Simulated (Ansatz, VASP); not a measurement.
La5N in VASP and in Ansatz

```
CELL_PARAMETERS angstrom
5.28025 0.00000 0.00000
-2.64013 4.57283 0.00000
0.00000 0.00000 6.79109
ATOMIC_POSITIONS crystal
La 0.33333 0.66667 0.77844
La 0.33333 0.66667 0.22156
La 0.66667 0.33333 0.22156
La 0.66667 0.33333 0.77844
La 0.00000 0.00000 0.50000
N 0.00000 0.00000 0.00000
```

Alike in both runs: functional PBE; k mesh 6 × 6 × 4; occupations gaussian, width 0.1 eV; no spin polarisation.

Ansatz relaxed the structure, and its values are those at the end. VASP's run is a single point on that final structure, the one shown.

|  | VASP | Ansatz |
| --- | --- | --- |
| version | VASP 6.6.1 | Ansatz 0.2.0 |
| potentials or method | VASP PAW PBE potentials, release 64 (La, N), cutoff 520 eV | scalar-relativistic, plane waves, PAW |
| valence electrons in the cell | 60 | 60 |

```csv
,VASP,Ansatz,Ansatz less VASP
gap on the k mesh at the Fermi level (eV),none,none,-
pressure (GPa),-0.1,-0.1,0.00
rms of the force components (eV/Å),0.006,0.005,-0.0002
```

A gap of «none» marks a metal or a gap that the smearing closes. With one functional, cell and mesh, what is left measures potentials, basis and numerics.

Spin-orbit coupling is off throughout.
